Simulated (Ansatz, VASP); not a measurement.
**Be4InCu: VASP beside Ansatz**

```xyz
6
Lattice="0.0000 3.1102 3.1102 3.1102 0.0000 3.1102 3.1102 3.1102 0.0000" Properties=species:S:1:pos:R:3 pbc="T T T"
Be    2.3407    2.3407    2.3407
Be    2.3407    3.8796    3.8796
Be    3.8796    3.8796    2.3407
Be    3.8796    2.3407    3.8796
In    0.0000    0.0000    0.0000
Cu    4.6652    4.6652    4.6652
```

Alike in both runs: task single point; functional PBE; k mesh 6 × 6 × 6; no spin polarisation.

|  | VASP | Ansatz |
| --- | --- | --- |
| version | VASP 6.6.1 | Ansatz 0.2.0 |
| potentials or method | VASP PAW PBE potentials, release 64 (Be, In_d, Cu), cutoff 520 eV | plane waves, PAW |
| occupations | methfessel-paxton of order 1, width 0.15 eV | cold, width 0.15 eV |
| valence electrons in the cell | 32 | 40 |

|  | VASP | Ansatz | Ansatz less VASP |
| --- | --- | --- | --- |
| pressure (GPa) | 11.3 | 11.3 | -0.04 |

VASP's potentials hold 32 valence electrons a cell and Ansatz's 40, so a difference there can come from the potentials and not from the codes.
